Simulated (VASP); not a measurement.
Input of a VASP 6.6.1 run:

Contents of INCAR:

```
SYSTEM = Sc2SiF2
PREC     = Accurate       ! precision mode
ENCUT    = 520            ! plane-wave cutoff, eV
EDIFF    = 1E-6           ! SCF threshold, eV
ISMEAR   = 0              ! smearing method
SIGMA    = 0.2            ! smearing width, eV
LREAL    = .FALSE.        ! projectors in reciprocal space
LASPH    = .TRUE.         ! aspherical terms in the spheres
NELM     = 80             ! most SCF steps
ALGO     = Normal         ! electronic algorithm
ISIF     = 2              ! what is computed and relaxed
LWAVE    = .FALSE.        ! write WAVECAR
LCHARG   = .FALSE.        ! write CHGCAR
GGA      = PE             ! functional
NBANDS   = 51             ! bands
```

Contents of KPOINTS:

```
regular mesh
0
G
  6 6 2
  0 0 0
```

POSCAR

```
Sc2SiF2
1.0
    3.7314519980      0.0015490392     -0.0001506249
   -1.8644343821      3.2368133285      0.0001664558
   -0.0001665443      0.0002793274     13.0082713960
Sc Si F
4 2 4
Direct
    0.6668166181      0.3342662184      0.8764135832
    0.3331764337      0.6657294689      0.1235779186
    0.3331764070      0.6657088317      0.3764275262
    0.6668174175      0.3342913287      0.6235812877
   -0.0000571827     -0.0004337545      0.2499995025
    0.0000612900      0.0004501618      0.7500007384
    0.6666283030      0.3330002820      0.0539447458
    0.3333733028      0.6669994818      0.9460580539
    0.3333583825      0.6670290159      0.5539383240
    0.6666490281      0.3329589653      0.4460583197
```

Potentials or basis: VASP PAW PBE potentials, release 64 (Sc_sv, Si, F).

Run with:

```console
$ cat potpaw_PBE.64/Sc_sv/POTCAR potpaw_PBE.64/Si/POTCAR potpaw_PBE.64/F/POTCAR > POTCAR
$ mpirun -np 1 vasp_std > vasp.out
```

Problem. Estimate the band gap on the k mesh.

Solution. Zero (bands 40 and 41 overlap by 0.22 eV).

Problem. What does it give for the largest force?

Solution. 0.023 eV/Å.

Stress tensor (GPa, compression positive):
```
 0.13 -0.01  0.00
-0.01  0.07  0.00
 0.00  0.00  0.24
```
